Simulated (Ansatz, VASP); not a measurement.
# One calculation of MgB2, two programs

```
CELL_PARAMETERS angstrom
3.08500 0.00000 0.00000
-1.54250 2.67169 0.00000
0.00000 0.00000 3.52300
ATOMIC_POSITIONS crystal
Mg 0.00000 0.00000 0.00000
B 0.33333 0.66667 0.50000
B 0.66667 0.33333 0.50000
```

Alike in both runs: task relaxation of cell and atoms; functional LDA; k mesh 14 × 14 × 10; occupations fermi-dirac, width 0.05 eV; no spin polarisation.

```csv
,VASP,Ansatz
version,VASP 6.6.1,Ansatz 0.2.0
potentials or method,"VASP PAW LDA potentials, release 64 (Mg, B)","PAW with Ansatz's default frozen-core files, scalar-relativistic"
plane-wave cutoff (eV),600,420
valence electrons in the cell,8,16
```

|  | VASP | Ansatz | Ansatz less VASP |
| --- | --- | --- | --- |
| relaxed volume (Å³/atom) | 9.15 | 9.19 | +0.037 |
| relaxed cell length with the largest relative difference (Å) | 3.444 | 3.451 | +0.0071 |

LDA's correlation is that of Perdew and Zunger in VASP and of Perdew and Wang (1992) in Ansatz. VASP's potentials hold 8 valence electrons a cell and Ansatz's 16, so a difference there can come from the potentials and not from the codes.
